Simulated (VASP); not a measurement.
# PbS (R3m) in VASP: further runs, part 2 of 2

VASP 6.6.1.

### Step 3. Single point, r2SCAN+rVV10

This run uses another cell than the first one, of 26.21 Å³/atom, 1.002 times its volume.

Input file POSCAR:

```
PbS
1.0
    2.1005110974      1.2127306475      3.4301898291
   -2.1005110974      1.2127306475      3.4301898291
    0.0000000000     -2.4254612951      3.4301898291
Pb S
1 1
Direct
    0.9781436732      0.9781436732      0.9781436732
    0.4774576568      0.4774576568      0.4774576568
```

Input file INCAR.step1:

```
SYSTEM = PbS
PREC = Accurate ; ENCUT = 520
ISMEAR = -1 ; SIGMA = 0.02
LREAL = .False. ; LASPH = .True.
NELM = 100 ; NBANDS = 17
GGA = PE ; ALGO = Normal
EDIFF = 1E-4 ; LWAVE = .True.
LCHARG = .False.
```

Input file INCAR.step2:

```
SYSTEM = PbS
PREC = Accurate ; ENCUT = 520
EDIFF = 1E-7 ; ISMEAR = -1
SIGMA = 0.02 ; LREAL = .False.
LASPH = .True. ; NELM = 100
ALGO = Normal ; ISIF = 2
LWAVE = .False. ; LCHARG = .False.
METAGGA = R2SCAN ; LMIXTAU = .True.
LUSE_VDW = .True. ; IVDW_NL = 2
BPARAM = 11.95 ; CPARAM = 0.0093
NBANDS = 17 ; ISTART = 1
```

Input file KPOINTS:

```
Automatic mesh
0
Gamma
  6 6 6
  0 0 0
```

Potentials or basis: VASP PAW PBE potentials, release 64 (Pb_d, S).

Launch:

```
> cat potpaw_PBE.64/Pb_d/POTCAR potpaw_PBE.64/S/POTCAR > POTCAR
> cp INCAR.step1 INCAR
> mpirun -np 1 vasp_std > vasp.out
> cp INCAR.step2 INCAR
> mpirun -np 1 vasp_std > vasp.out
```

OUTCAR:

```text
SYSTEM = PbS
   PREC = Accurate
   ENCUT = 520
   EDIFF = 1E-7
   ISMEAR = -1
   LREAL = .False.
   LASPH = .True.
   NELM = 100
   ISIF = 2
   METAGGA = R2SCAN
   IVDW_NL = 2
   BPARAM = 11.95
   ISTART = 1

 ion  position               nearest neighbor table
   1  0.978  0.978  0.978-   2 2.97   2 2.97   2 2.97   2 2.97   2 2.97   2 2.97
   2  0.477  0.477  0.477-   1 2.97   1 2.97   1 2.97   1 2.97   1 2.97   1 2.97

  LATTYP: Found a trigonal (rhomboedric) cell.
 ALAT       =     4.2010789992
 COS(alpha) =     0.5000135213

  Lattice vectors:

 A1 = (   2.1005110974,   1.2127306475,   3.4301898291)
 A2 = (  -2.1005110974,   1.2127306475,   3.4301898291)
 A3 = (   0.0000000000,  -2.4254612951,   3.4301898291)

Analysis of symmetry for initial positions (statically):
=====================================================================
 Subroutine PRICEL returns:
 Original cell was already a primitive cell.

 Routine SETGRP: Setting up the symmetry group for a
 trigonal (rhombohedral) supercell.

 Subroutine GETGRP returns: Found  6 space group operations
[... 158 lines left out ...]
 Free energy of the ion-electron system (eV)
  ---------------------------------------------------
  ext. energy  EPLUGINS =         0.00000000
  ---------------------------------------------------
  free energy    TOTEN  =       -65.10771267 eV

  energy without entropy =      -65.10771267  energy(sigma->0) =      -65.10771267

 E-fermi :   5.9226     XC(G=0): -10.2845

 val. band max:        5.6248442529   @ k =   0.5000  -0.0000   0.0000
 cond. band min:       6.2204208151   @ k =   0.5000  -0.0000   0.0000
 fundamental gap:      0.5955765623
 Fermi energy:         5.9226485689

 k-point     1 :       0.0000    0.0000    0.0000
  band No.  band energies     occupation
      1     -11.7880      2.00000
      2     -11.7880      2.00000
      3     -11.7880      2.00000
      4     -11.7728      2.00000
      5     -11.7728      2.00000
      6      -8.5565      2.00000
[... 457 lines left out ...]
      4     -11.7551      2.00000
      5     -11.7416      2.00000
      6      -6.9523      2.00000
[... 9 lines left out ...]
     16      16.2420      0.00000
     17      18.1180      0.00000

 [... further k-points ...]
[... 5 lines left out ...]
  --------------------------------------------------------------------------------------
  -------------------------------------------------------------------------------------
  Total        0.0345706      0.0345706      0.0347427      0.0000000     -0.0000000      0.0000000
  in kB        1.0564751      1.0564751      1.0617345      0.0000000     -0.0000000      0.0000000
  external PRESSURE =       1.0582282 kB  Pullay stress =       0.0000000 kB

 VOLUME and BASIS-vectors are now :
 -----------------------------------------------------------------------------
  energy-cutoff  :      520.00
  volume of cell :       52.43
      direct lattice vectors                 reciprocal lattice vectors
     2.100511097  1.212730647  3.430189829     0.238037305  0.137430902  0.097176352
    -2.100511097  1.212730647  3.430189829    -0.238037305  0.137430902  0.097176352
     0.000000000 -2.425461295  3.430189829     0.000000000 -0.274861804  0.097176352

 POSITION                                       TOTAL-FORCE (eV/Angst)
 -----------------------------------------------------------------------------------
      0.00000     -0.00000     10.06566         0.000000      0.000000     -0.002009
      0.00000     -0.00000      4.91331         0.000000     -0.000000      0.002009
 -----------------------------------------------------------------------------------
    total drift:                                0.000000     -0.000000      0.000088

  FREE ENERGIE OF THE ION-ELECTRON SYSTEM (eV)
  ---------------------------------------------------
  free  energy   TOTEN  =       -65.1077126743 eV

  energy  without entropy=      -65.1077126663  energy(sigma->0) =      -65.10771267
```

Wall time 1.9 min (1 thread of Intel Xeon Platinum 8259CL at 2.50GHz (Skylake/Cascade Lake), shared host); peak memory 0.33 GiB.

Results:

* Free energy: -65.1077 eV
* Pressure: 0.1 GPa
* Band gap on the k mesh: 0.60 eV, direct

Forces on the atoms (eV/Å):
```
Pb   0.000  0.000 -0.002
S    0.000  0.000  0.002
```

Levels at points of the mesh, in eV from the valence-band top:
```tsv
k point	band 8	band 9	band 10	band 11	band 12	band 13
(0.00, 0.00, 0.00)	-2.31	-2.31	-2.31	5.53	5.53	5.53
(0.50, 0.00, 0.00)	-1.92	-1.92	0.00	0.60	2.18	2.18
(0.50, 0.50, 0.50)	-1.92	-1.92	0.00	0.60	2.18	2.18
(0.50, 0.50, 0.00)	-5.37	-3.60	-3.60	4.10	5.97	6.06
```

Caveat: the PAW data sets were made with another functional, which shifts forces and pressure a little; spin-orbit coupling is left out, which moves the levels of the heavy elements.

### Step 4. Single point, PBE

This run uses another cell than the first one, of 26.21 Å³/atom, 1.002 times its volume.

Input file INCAR:

```
  ALGO = Normal
  EDIFF = 1E-6
  ENCUT = 520
  GGA = PE
  ISIF = 2
  ISMEAR = -1
  LASPH = True
  LCHARG = False
  LREAL = False
  LWAVE = False
  NBANDS = 17
  NELM = 80
  PREC = Accurate
  SIGMA = 0.02
```

Input file KPOINTS:

```
k-points
0
Gamma
  8 8 8
```

POSCAR is that of step 3.

Potentials or basis: VASP PAW PBE potentials, release 64 (Pb_d, S).

Launch:

```
> cat potpaw_PBE.64/Pb_d/POTCAR potpaw_PBE.64/S/POTCAR > POTCAR
> mpirun -np 1 vasp_std > vasp.out
```

OUTCAR:

```text
EDIFF = 1E-6
   ENCUT = 520
   GGA = PE
   ISIF = 2
   ISMEAR = -1
   LASPH = True
   LREAL = False
   NELM = 80
   PREC = Accurate

 ion  position               nearest neighbor table
   1  0.978  0.978  0.978-   2 2.97   2 2.97   2 2.97   2 2.97   2 2.97   2 2.97
   2  0.477  0.477  0.477-   1 2.97   1 2.97   1 2.97   1 2.97   1 2.97   1 2.97

  LATTYP: Found a trigonal (rhomboedric) cell.
 ALAT       =     4.2010789992
 COS(alpha) =     0.5000135213

  Lattice vectors:

 A1 = (   2.1005110974,   1.2127306475,   3.4301898291)
[... 190 lines left out ...]
      6      -7.7952      2.00000
[... 457 lines left out ...]
      4     -11.0332      2.00000
      5     -11.0226      2.00000
      6      -7.0344      2.00000
[... 9 lines left out ...]
     16      15.3654      0.00000
     17      16.6166      0.00000

 [... further k-points ...]
[... 5 lines left out ...]
  --------------------------------------------------------------------------------------
  -------------------------------------------------------------------------------------
  Total        0.6027169      0.6027169      0.6028491      0.0000000     -0.0000000      0.0000000
  in kB       18.4189634     18.4189634     18.4230058      0.0000000     -0.0000000      0.0000000
  external PRESSURE =      18.4203108 kB  Pullay stress =       0.0000000 kB

 VOLUME and BASIS-vectors are now :
 -----------------------------------------------------------------------------
  energy-cutoff  :      520.00
  volume of cell :       52.43
      direct lattice vectors                 reciprocal lattice vectors
     2.100511097  1.212730647  3.430189829     0.238037305  0.137430902  0.097176352
    -2.100511097  1.212730647  3.430189829    -0.238037305  0.137430902  0.097176352
     0.000000000 -2.425461295  3.430189829     0.000000000 -0.274861804  0.097176352

 POSITION                                       TOTAL-FORCE (eV/Angst)
 -----------------------------------------------------------------------------------
      0.00000     -0.00000     10.06566         0.000000      0.000000     -0.003134
      0.00000     -0.00000      4.91331         0.000000     -0.000000      0.003134
 -----------------------------------------------------------------------------------
    total drift:                                0.000000     -0.000000      0.000051

  FREE ENERGIE OF THE ION-ELECTRON SYSTEM (eV)
  ---------------------------------------------------
  free  energy   TOTEN  =        -8.7593416021 eV

  energy  without entropy=       -8.7593411399  energy(sigma->0) =       -8.75934137
```

stdout:

```text
POSCAR found type information on POSCAR PbS
 POSCAR found :  2 types and       2 ions
 scaLAPACK will be used
 -----------------------------------------------------------------------------
|                                                                             |
|           W    W    AA    RRRRR   N    N  II  N    N   GGGG   !!!           |
|           W    W   A  A   R    R  NN   N  II  NN   N  G    G  !!!           |
[... 18 lines left out ...]
 -----------------------------------------------------------------------------

 LDA part: xc-table for (Slater+PW92), standard interpolation
 POSCAR, INCAR and KPOINTS ok, starting setup
 FFT: planning ... GRIDC
 FFT: planning ... GRID_SOFT
 FFT: planning ... GRID
 WAVECAR not read
 entering main loop
```

Run time: 29 s. Hardware: 1 thread of Intel Xeon Platinum 8259CL at 2.50GHz (Skylake/Cascade Lake), shared host; peak memory 0.21 GiB.

What came out:

* Free energy: -8.7593 eV
* Pressure: 1.8 GPa
* Largest force: 0.003 eV/Å
* Band gap on the k mesh: 0.38 eV, direct

Forces on the atoms (eV/Å):
```
Pb   0.000  0.000 -0.003
S    0.000  0.000  0.003
```

Caveat: spin-orbit coupling is left out, which moves the levels of the heavy elements. A k mesh can miss the band edges.

### Step 5. Single point, LDA

This run uses another cell than the first one, of 26.21 Å³/atom, 1.002 times its volume.

Input file INCAR:

```
SYSTEM = PbS
PREC = Accurate
ENCUT = 520
EDIFF = 1E-6
ISMEAR = 0
SIGMA = 0.01
LREAL = .False.
LASPH = .True.
NELM = 80
ALGO = Normal
ISIF = 2
LWAVE = .False.
LCHARG = .False.
NBANDS = 17
```

Input file KPOINTS:

```
regular mesh
0
Gamma
  8 8 8
  0 0 0
```

POSCAR is that of step 4.

Potentials or basis: VASP PAW LDA potentials, release 64 (Pb_d, S).

Launch:

```
> cat potpaw_LDA.64/Pb_d/POTCAR potpaw_LDA.64/S/POTCAR > POTCAR
> mpirun -np 1 vasp_std > vasp.out
```

It took 28 s on 1 thread of Intel Xeon Platinum 8259CL at 2.50GHz (Skylake/Cascade Lake), shared host; peak memory 0.19 GiB.

Results (log left out):

| Quantity | Value |
| --- | --- |
| Free energy | -9.9780 eV |
| Pressure | -2.8 GPa |
| Band gap on the k mesh | 0.22 eV, direct |

Levels at points of the mesh, in eV from the valence-band top:
| k point | band 6 | band 7 | band 8 | band 9 | band 10 | band 11 | band 12 | band 13 | band 14 | band 15 |
| --- | --- | --- | --- | --- | --- | --- | --- | --- | --- | --- |
| (0.00, 0.00, 0.00) | -13.52 | -6.09 | -2.13 | -2.13 | -2.13 | 5.06 | 5.06 | 5.06 | 6.66 | 6.66 |
| (0.50, 0.00, 0.00) | -12.24 | -8.90 | -1.73 | -1.73 | 0.00 | 0.22 | 1.85 | 1.85 | 8.47 | 10.10 |
| (0.50, 0.50, 0.50) | -12.24 | -8.90 | -1.73 | -1.73 | 0.00 | 0.23 | 1.85 | 1.85 | 8.47 | 10.10 |
| (0.50, 0.50, 0.00) | -11.82 | -7.27 | -5.21 | -3.43 | -3.43 | 3.75 | 5.45 | 5.55 | 5.55 | 11.18 |

Caveat: spin-orbit coupling is left out, which moves the levels of the heavy elements. A k mesh can miss the band edges.

### Step 6. Overview

| level | potentials or basis | cell | k mesh | smearing | gap on the mesh (eV) | pressure (GPa) |
| --- | --- | --- | --- | --- | --- | --- |
| PBE+D4 | VASP PAW PBE potentials, release 64 (Pb_d, S) | a = 4.198 Å, angles 60.0°, 2 atoms | 6 × 6 × 6 | fermi-dirac 0.02 eV | 0.38 | -0.1 |
| r2SCAN+rVV10 | VASP PAW PBE potentials, release 64 (Pb_d, S) | a = 4.201 Å, angles 60.0°, 2 atoms | 6 × 6 × 6 | fermi-dirac 0.02 eV | 0.60 | 0.1 |
| PBE | VASP PAW PBE potentials, release 64 (Pb_d, S) | a = 4.201 Å, angles 60.0°, 2 atoms | 8 × 8 × 8 | fermi-dirac 0.02 eV | 0.38 | 1.8 |
| LDA | VASP PAW LDA potentials, release 64 (Pb_d, S) | a = 4.201 Å, angles 60.0°, 2 atoms | 8 × 8 × 8 | gaussian 0.01 eV | 0.22 | -2.8 |

Alike in all rows: task single point; no spin polarisation; cutoff (eV) 520.

Caveats: spin-orbit coupling is left out, which moves the levels of the heavy elements; the PAW data sets were made with another functional, which shifts forces and pressure a little (some runs).

Absolute energies hang on the potentials; compare differences alone.
